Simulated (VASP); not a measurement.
# WS2 in VASP: a series of runs

WS2 is run at these levels: PBE, BLYP, LDA; tasks: single point.

All numbers are computed with VASP 6.6.1; they aren't measurements. Logs are shortened: lines on timing, memory, paths and dates and some standing lists are left out, and cuts for length are marked.

### Step 1. The cell of the first run

The cell holds a slab with vacuum, 9 atoms: a = 3.183 Å, b = 3.183 Å, c = 28.532 Å, α = 90.00°, β = 90.00°, γ = 120.00°.

### Step 2. Single point, PBE

The input, INCAR:

```
  ALGO = Normal
  EDIFF = 1E-6
  ENCUT = 520
  GGA = PE
  ISIF = 2
  ISMEAR = 0
  LASPH = T
  LCHARG = F
  LREAL = F
  LWAVE = F
  NBANDS = 49
  NELM = 80
  PREC = Accurate
  SIGMA = 0.012
```

The input, KPOINTS:

```
k-points
0
Gamma
  10 10 1
```

The input, POSCAR:

```
WS2
1.0
    3.1829541699      0.0000000000      0.0000000000
   -1.5914770850      2.7565191702      0.0000000000
    0.0000000000      0.0000000000     28.5322178600
W S
3 6
Direct
    0.6666666667      0.3333333333      0.4343616800
    0.6666666667      0.3333333333      0.8855337800
    0.0000000000      0.0000000000      0.6592864300
    0.6666666667      0.3333333333      0.6046252100
    0.0000000000      0.0000000000      0.3797102500
    0.0000000000      0.0000000000      0.8308482800
    0.6666666667      0.3333333333      0.7139522100
    0.0000000000      0.0000000000      0.4890304200
    0.0000000000      0.0000000000      0.9401857300
```

Potentials or basis: VASP PAW PBE potentials, release 64 (W_sv, S).

On the command line:

```
$ cat potpaw_PBE.64/W_sv/POTCAR potpaw_PBE.64/S/POTCAR > POTCAR
$ mpirun -np 1 vasp_std > vasp.out
```

OUTCAR:

```text
EDIFF = 1E-6
   ENCUT = 520
   GGA = PE
   ISIF = 2
   ISMEAR = 0
   LASPH = T
   LREAL = F
   NELM = 80
   PREC = Accurate

 ion  position               nearest neighbor table
   1  0.667  0.333  0.434-   5 2.41   5 2.41   5 2.41   8 2.41   8 2.41   8 2.41
   2  0.667  0.333  0.886-   9 2.41   9 2.41   9 2.41   6 2.41   6 2.41   6 2.41
   3  0.000  0.000  0.659-   4 2.41   4 2.41   4 2.41   7 2.41   7 2.41   7 2.41
   4  0.667  0.333  0.605-   3 2.41   3 2.41   3 2.41
   5  0.000  0.000  0.380-   1 2.41   1 2.41   1 2.41
   6  0.000  0.000  0.831-   2 2.41   2 2.41   2 2.41
   7  0.667  0.333  0.714-   3 2.41   3 2.41   3 2.41
   8  0.000  0.000  0.489-   1 2.41   1 2.41   1 2.41
   9  0.000  0.000  0.940-   2 2.41   2 2.41   2 2.41

  LATTYP: Found a hexagonal cell.
 ALAT       =     3.1829541699
 C/A-ratio  =     8.9640680754

  Lattice vectors:

 A1 = (   3.1829541699,   0.0000000000,   0.0000000000)
 A2 = (  -1.5914770850,   2.7565191702,   0.0000000000)
 A3 = (   0.0000000000,   0.0000000000,  28.5322178600)

Analysis of symmetry for initial positions (statically):
=====================================================================
 Subroutine PRICEL returns:
 Original cell was already a primitive cell.

 Routine SETGRP: Setting up the symmetry group for a
 hexagonal supercell.

 Subroutine GETGRP returns: Found  6 space group operations
 (whereof  6 operations were pure point group operations)
 out of a pool of 24 trial point group operations.

The static configuration has the point symmetry C_3v.

Analysis of symmetry for dynamics (positions and initial velocities):
=====================================================================
 Subroutine PRICEL returns:
 Original cell was already a primitive cell.

 Routine SETGRP: Setting up the symmetry group for a
 hexagonal supercell.

 Subroutine GETGRP returns: Found  6 space group operations
 (whereof  6 operations were pure point group operations)
 out of a pool of 24 trial point group operations.

The dynamic configuration has the point symmetry C_3v.

 Subroutine INISYM returns: Found  6 space group operations
 (whereof  6 operations are pure point group operations),
 and found     1 'primitive' translations

----------------------------------------------------------------------------------------

                                     Primitive cell

  volume of cell :     250.3381

  direct lattice vectors                    reciprocal lattice vectors
     3.182954170  0.000000000  0.000000000     0.314173547  0.181388182  0.000000000
    -1.591477085  2.756519170  0.000000000     0.000000000  0.362776363  0.000000000
     0.000000000  0.000000000 28.532217860     0.000000000  0.000000000  0.035048099

  length of vectors
     3.182954170  3.182954170 28.532217860     0.362776363  0.362776363  0.035048099

  position of ions in fractional coordinates (direct lattice)
     0.666666667  0.333333333  0.434361680
     0.666666667  0.333333333  0.885533780
     0.000000000  0.000000000  0.659286430
     0.666666667  0.333333333  0.604625210
     0.000000000  0.000000000  0.379710250
     0.000000000  0.000000000  0.830848280
     0.666666667  0.333333333  0.713952210
     0.000000000  0.000000000  0.489030420
     0.000000000  0.000000000  0.940185730

  ion indices of the primitive-cell ions
   primitive index   ion index
                 1           1
                 2           2
                 3           3
                 4           4
                 5           5
                 6           6
                 7           7
                 8           8
                 9           9

----------------------------------------------------------------------------------------

 KPOINTS: k-points

Automatic generation of k-mesh.
 Grid dimensions read from file:
 generate k-points for:   10   10    1

 Generating k-lattice:

  Cartesian coordinates                     Fractional coordinates (reciprocal lattice)
     0.031417355  0.018138818  0.000000000     0.100000000 -0.000000000  0.000000000
     0.000000000  0.036277636  0.000000000     0.000000000  0.100000000  0.000000000
     0.000000000  0.000000000  0.035048099     0.000000000  0.000000000  1.000000000

  Length of vectors
     0.036277636  0.036277636  0.035048099

  Shift w.r.t. Gamma in fractional coordinates (k-lattice)
     0.000000000  0.000000000  0.000000000

 Subroutine IBZKPT returns following result:
 ===========================================

 Found     14 irreducible k-points:

 Following reciprocal coordinates:
            Coordinates               Weight
  0.000000  0.000000  0.000000      1.000000
  0.100000  0.000000  0.000000      6.000000
  0.200000  0.000000  0.000000      6.000000
  0.300000  0.000000  0.000000      6.000000
  0.400000  0.000000  0.000000      6.000000
  0.500000  0.000000  0.000000      3.000000
  0.100000  0.100000  0.000000      6.000000
  0.200000  0.100000  0.000000     12.000000
  0.300000  0.100000  0.000000     12.000000
  0.400000  0.100000  0.000000     12.000000
  0.200000  0.200000  0.000000      6.000000
  0.300000  0.200000  0.000000     12.000000
  0.400000  0.200000  0.000000      6.000000
  0.300000  0.300000  0.000000      6.000000
   k-points           NKPTS =     14   k-points in BZ     NKDIM =     14   number of bands    NBANDS=     49
   number of dos      NEDOS =    301   number of ions     NIONS =      9
   total plane-waves  NPLWV = 124416
   dimension x,y,z NGX =    24 NGY =   24 NGZ =  216
   dimension x,y,z NGXF=    48 NGYF=   48 NGZF=  432
   ions per type =               3   6
   NGX,Y,Z   is equivalent  to a cutoff of  12.54, 12.54, 12.59 a.u.
   NGXF,Y,Z  is equivalent  to a cutoff of  25.07, 25.07, 25.17 a.u.
 SYSTEM =  unknown system
   PREC   = accura    normal or accurate (medium, high low for compatibility)
   ISTART =      0    job   : 0-new  1-cont  2-samecut
   ICHARG =      2    charge: 1-file 2-atom 10-const
   ISPIN  =      1    spin polarized calculation?
   LNONCOLLINEAR =      F non collinear calculations
   LSORBIT =      F    spin-orbit coupling
   LASPH  =      T    aspherical Exc in radial PAW
   ENCUT  =  520.0 eV  38.22 Ry    6.18 a.u.   5.92  5.92 53.05*2*pi/ulx,y,z
   NELM   =     80;   NELMIN=  2; NELMDL= -5     # of ELM steps
   EDIFF  = 0.1E-05   stopping-criterion for ELM
   LREAL  =      F    real-space projection
   EDIFFG = 0.1E-04   stopping-criterion for IOM
   NSW    =      0    number of steps for IOM
   IBRION =     -1    ionic relax: 0-MD 1-quasi-New 2-CG
   NFREE  =      0    steps in history (QN), initial steepest desc. (CG)
   ISIF   =      2    stress and relaxation
   ISYM   =      2    0-nonsym 1-usesym 2-fastsym
   POTIM  = 0.5000    time-step for ionic-motion
   TEBEG  =    0.0;   TEEND  =   0.0 temperature during run
   PSTRESS=    0.0 pullay stress
   NELECT =      78.0000    total number of electrons
   NUPDOWN=      -1.0000    fix difference up-down
   EMIN   =  10.00;   EMAX   =-10.00  energy-range for DOS
   EFERMI =   0.00;   METHOD = LEGACY
   ISMEAR =     0;   SIGMA  =   0.01  broadening in eV -4-tet -1-fermi 0-gaus
   EFERMI_NEDOS =   21; number of points for ismear=-14 and -15
   IALGO  =     38    algorithm
   IMIX   =      4    mixing-type and parameters
     AMIX     =   0.40;   BMIX     =  1.00
     AMIX_MAG =   1.60;   BMIX_MAG =  1.00
  volume/ion in A,a.u.               =      27.82       187.71
  Fermi-wavevector in a.u.,A,eV,Ry     =   1.109849  2.097311 16.759190  1.231766
  Thomas-Fermi vector in A             =   2.246394
   LORBIT       =      0    0 simple, 1 ext, 2 COOP (PROOUT), +10 PAW based schemes
   GGA     = PE    functional components
   LHFCALC =     F    Hartree Fock is set to
   AEXX    =    0.0000 exact exchange contribution
   IVDW    =     0    specifies the selected vdW correction
   LEPSILON=     F    determine dielectric tensor
   LRPA    =     F    only Hartree local field effects (RPA)
 non-spin polarized calculation
 Gauss-broadening in eV      SIGMA  =   0.01
  energy-cutoff  :      520.00
  volume of cell :      250.34
 maximum number of plane-waves:      6792
 NGX is ok and might be reduce to    24
   NGX = 11   NGY = 11   NGZ =107

 number of electron      78.0000002 magnetization

 Free energy of the ion-electron system (eV)
  ---------------------------------------------------
  ext. energy  EPLUGINS =         0.00000000
  ---------------------------------------------------
  free energy    TOTEN  =       -70.98657962 eV

  energy without entropy =      -70.98657962  energy(sigma->0) =      -70.98657962

 E-fermi :   2.9322     XC(G=0):  -7.4547

 val. band max:        2.7339473199   @ k =   0.0000   0.0000   0.0000
 cond. band min:       4.2145286906   @ k =   0.2000   0.2000   0.0000
 fundamental gap:      1.4805813708
 Fermi energy:         2.9322130893

 k-point     1 :       0.0000    0.0000    0.0000
  band No.  band energies     occupation
      1     -71.7180      2.00000
      2     -71.7166      2.00000
      3     -71.7165      2.00000
      4     -35.9557      2.00000
      5     -35.9541      2.00000
      6     -35.9539      2.00000
[... 41 lines left out ...]
     48       5.3694      0.00000
     49       5.3976      0.00000

 k-point     2 :       0.1000    0.0000    0.0000
  band No.  band energies     occupation
      1     -71.7164      2.00000
      2     -71.7150      2.00000
      3     -71.7149      2.00000
      4     -35.9498      2.00000
      5     -35.9482      2.00000
      6     -35.9480      2.00000
[... 41 lines left out ...]
     48       5.2605      0.00000
     49       5.4906      0.00000

 k-point     3 :       0.2000    0.0000    0.0000
  band No.  band energies     occupation
      1     -71.7122      2.00000
      2     -71.7108      2.00000
      3     -71.7107      2.00000
      4     -35.9345      2.00000
      5     -35.9329      2.00000
      6     -35.9327      2.00000
[... 561 lines left out ...]
     48       6.2388      0.00000
     49       7.1571      0.00000

 k-point    14 :       0.3000    0.3000    0.0000
  band No.  band energies     occupation
      1     -71.6995      2.00000
      2     -71.6981      2.00000
      3     -71.6980      2.00000
      4     -36.0736      2.00000
      5     -36.0720      2.00000
      6     -36.0717      2.00000
[... 41 lines left out ...]
     48       6.2746      0.00000
     49       7.6198      0.00000

------------------------ aborting loop because EDIFF is reached ----------------------------------------

  FORCE on cell =-STRESS in cart. coord.  units (eV):
  Direction    XX          YY          ZZ          XY          YZ          ZX
  --------------------------------------------------------------------------------------
  -------------------------------------------------------------------------------------
  Total        1.3775227      1.3775227      2.9543274     -0.0000000     -0.0000000      0.0000000
  in kB        8.8162200      8.8162200     18.9078550     -0.0000000     -0.0000000      0.0000000
  external PRESSURE =      12.1800984 kB  Pullay stress =       0.0000000 kB

 VOLUME and BASIS-vectors are now :
 -----------------------------------------------------------------------------
  energy-cutoff  :      520.00
  volume of cell :      250.34
      direct lattice vectors                 reciprocal lattice vectors
     3.182954170  0.000000000  0.000000000     0.314173547  0.181388182  0.000000000
    -1.591477085  2.756519170  0.000000000     0.000000000  0.362776363  0.000000000
     0.000000000  0.000000000 28.532217860     0.000000000  0.000000000  0.035048099

 POSITION                                       TOTAL-FORCE (eV/Angst)
 -----------------------------------------------------------------------------------
      1.59148      0.91884     12.39330        -0.000000      0.000000     -0.012344
      1.59148      0.91884     25.26624         0.000000     -0.000000      0.002863
      0.00000      0.00000     18.81090         0.000000      0.000000      0.004101
      1.59148      0.91884     17.25130         0.000000     -0.000000     -0.208444
      0.00000      0.00000     10.83398         0.000000      0.000000     -0.268426
      0.00000      0.00000     23.70594         0.000000      0.000000     -0.202801
      1.59148      0.91884     20.37064         0.000000      0.000000      0.212500
      0.00000      0.00000     13.95312        -0.000000     -0.000000      0.205371
      0.00000      0.00000     26.82558        -0.000000     -0.000000      0.267182
 -----------------------------------------------------------------------------------
    total drift:                               -0.000000      0.000000     -0.000295

  FREE ENERGIE OF THE ION-ELECTRON SYSTEM (eV)
  ---------------------------------------------------
  free  energy   TOTEN  =       -70.9865796176 eV

  energy  without entropy=      -70.9865796176  energy(sigma->0) =      -70.98657962
```

Run time: 8.8 min. Hardware: 1 thread of AMD EPYC 7R13, shared host; peak memory 0.38 GiB.

Results:

```
Free energy            : -70.9866 eV
Largest force          : 0.268 eV/Å
Band gap on the k mesh : 1.48 eV (least direct gap 2.11 eV)
```

Forces in eV/Å, atoms in the order of the input:
```
W    0.000  0.000 -0.012
W    0.000  0.000  0.003
W    0.000  0.000  0.004
S    0.000  0.000 -0.208
S    0.000  0.000 -0.268
S    0.000  0.000 -0.203
S    0.000  0.000  0.212
S    0.000  0.000  0.205
S    0.000  0.000  0.267
```

Caveat: spin-orbit coupling is left out, which moves the levels of the heavy elements.

### Step 3. Single point, BLYP

This run uses another cell than the first one.

The input, INCAR:

```
  PREC = Accurate
  ENCUT = 520
  EDIFF = 1E-6
  ISMEAR = -1
  SIGMA = 0.05
  LREAL = F
  LASPH = T
  NELM = 100
  ALGO = Normal
  ISIF = 2
  LWAVE = F
  LCHARG = F
  GGA = B5
  ALDAX = 1.0
  AGGAX = 1.0
  AGGAC = 1.0
  ALDAC = 0.0
  NBANDS = 49
```

The input, KPOINTS:

```
regular mesh
0
Gamma
  10 10 1
```

The input, POSCAR:

```
WS2
1.0
    3.2603014052      0.0000000000      0.0000000000
   -1.6301507026      2.8235038408      0.0000000000
    0.0000000000      0.0000000000     29.9710495390
W S
3 6
Direct
    0.6666666667      0.3333333333      0.3332285557
    0.6666666667      0.3333333333      0.9863972699
    0.0000000000      0.0000000000      0.6595521115
    0.6666666667      0.3333333333      0.6071154572
    0.0000000000      0.0000000000      0.2807932483
    0.0000000000      0.0000000000      0.9339651518
    0.6666666667      0.3333333333      0.7119888984
    0.0000000000      0.0000000000      0.3856636206
    0.0000000000      0.0000000000      1.0388296765
```

Potentials or basis: VASP PAW PBE potentials, release 64 (W_sv, S).

On the command line:

```
$ cat potpaw_PBE.64/W_sv/POTCAR potpaw_PBE.64/S/POTCAR > POTCAR
$ mpirun -np 1 vasp_std > vasp.out
```

Run time: 11 min. Hardware: 1 thread of AMD EPYC 7R13, shared host; peak memory 0.4 GiB.

It converged, with:

| Property | Result |
| --- | --- |
| Free energy | -63.0465 eV |
| Pressure | 0.2 GPa |
| Largest force | 0.045 eV/Å |
| Band gap on the k mesh | 1.63 eV (least direct gap 1.92 eV) |

Forces on the atoms (eV/Å):
```
W    0.000  0.000  0.000
W    0.000  0.000  0.000
W    0.000  0.000  0.000
S    0.000  0.000 -0.041
S    0.000  0.000 -0.043
S    0.000  0.000 -0.044
S    0.000  0.000  0.041
S    0.000  0.000  0.042
S    0.000  0.000  0.045
```

Levels at points of the mesh, in eV from the valence-band top:
| k point | band 37 | band 38 | band 39 | band 40 | band 41 | band 42 |
| --- | --- | --- | --- | --- | --- | --- |
| (0.00, 0.00, 0.00) | -0.02 | -0.01 | 0.00 | 2.58 | 2.58 | 2.58 |
| (0.50, 0.00, 0.00) | -0.87 | -0.87 | -0.87 | 2.37 | 2.37 | 2.37 |

Caveat: the PAW data sets were made with another functional, which shifts forces and pressure a little; spin-orbit coupling is left out, which moves the levels of the heavy elements; an odd mesh through Γ misses points on the zone boundary, where band edges can lie.

### Step 4. Single point, LDA

The input, INCAR:

```
PREC     = Accurate       # precision mode
ENCUT    = 520            # plane-wave cutoff, eV
EDIFF    = 1E-7           # SCF threshold, eV
ISMEAR   = -1             # smearing method
SIGMA    = 0.05           # smearing width, eV
LREAL    = F              # projectors in reciprocal space
LASPH    = T              # aspherical terms in the spheres
NELM     = 60             # most SCF steps
ALGO     = Normal         # electronic algorithm
ISIF     = 2              # what is computed and relaxed
LWAVE    = F              # write WAVECAR
LCHARG   = F              # write CHGCAR
NBANDS   = 49             # bands
```

The input, KPOINTS:

```
Automatic mesh
0
Gamma
  10 10 1
```

The input, POSCAR:

```
WS2
1.0
    3.1829541699      0.0000000000      0.0000000000
   -1.5914770850      2.7565191702      0.0000000000
    0.0000000000      0.0000000000     28.5322178600
W S
3 6
Direct
    0.6666666667      0.3333333333      0.4343616800
    0.6666666667      0.3333333333      0.8855337800
    0.0000000000      0.0000000000      0.6592864300
    0.6666666667      0.3333333333      0.6046252100
    0.0000000000      0.0000000000      0.3797102500
    0.0000000000      0.0000000000      0.8308482800
    0.6666666667      0.3333333333      0.7139522100
    0.0000000000      0.0000000000      0.4890304200
    0.0000000000      0.0000000000      0.9401857300
```

Potentials or basis: VASP PAW LDA potentials, release 64 (W_sv, S).

On the command line:

```
$ cat potpaw_LDA.64/W_sv/POTCAR potpaw_LDA.64/S/POTCAR > POTCAR
$ mpirun -np 1 vasp_std > vasp.out
```

Wall time 2.8 min (1 thread of Intel Xeon 6975P-C (Granite Rapids), shared host); peak memory 0.35 GiB.

It converged, with:

```
Free energy            : -78.5361 eV
Largest force          : 0.355 eV/Å
Band gap on the k mesh : 1.40 eV (least direct gap 2.10 eV)
```

Forces on the atoms (eV/Å):
```
W    0.000  0.000 -0.004
W    0.000  0.000 -0.005
W    0.000  0.000  0.004
S    0.000  0.000  0.267
S    0.000  0.000  0.353
S    0.000  0.000  0.277
S    0.000  0.000 -0.269
S    0.000  0.000 -0.269
S    0.000  0.000 -0.355
```

Levels at points of the mesh, in eV from the valence-band top:
```
           k point  band 36  band 37  band 38  band 39  band 40  band 41  band 42  band 43
(0.00, 0.00, 0.00)    -1.89    -0.73    -0.31     0.00     2.43     2.43     2.43     2.43
(0.50, 0.00, 0.00)    -1.66    -1.39    -1.35    -1.32     2.34     2.36     2.36     2.75
```

Caveat: spin-orbit coupling is left out, which moves the levels of the heavy elements.

### Step 5. Summary

| level | potentials or basis | cell | smearing | gap on the mesh (eV) | largest force (eV/Å) |
| --- | --- | --- | --- | --- | --- |
| PBE | VASP PAW PBE potentials, release 64 (W_sv, S) | a = 3.183, b = 3.183, c = 28.532 Å, angles 90.0, 90.0, 120.0°, 9 atoms, atomic positions A | gaussian 0.012 eV | 1.48 | 0.27 |
| BLYP | VASP PAW PBE potentials, release 64 (W_sv, S) | a = 3.260, b = 3.260, c = 29.971 Å, angles 90.0, 90.0, 120.0°, 9 atoms, atomic positions B | fermi-dirac 0.05 eV | 1.63 | 0.04 |
| LDA | VASP PAW LDA potentials, release 64 (W_sv, S) | a = 3.183, b = 3.183, c = 28.532 Å, angles 90.0, 90.0, 120.0°, 9 atoms, atomic positions A | fermi-dirac 0.05 eV | 1.40 | 0.35 |

Alike in all rows: task single point; no spin polarisation; k mesh 10 × 10 × 1; cutoff (eV) 520.

Caveats: spin-orbit coupling is left out, which moves the levels of the heavy elements; the PAW data sets were made with another functional, which shifts forces and pressure a little (at least some runs); an odd mesh through Γ misses points on the zone boundary, where band edges can lie (at least some runs).

Total energies depend on the potentials used, so only differences within one code and one set of settings carry meaning.
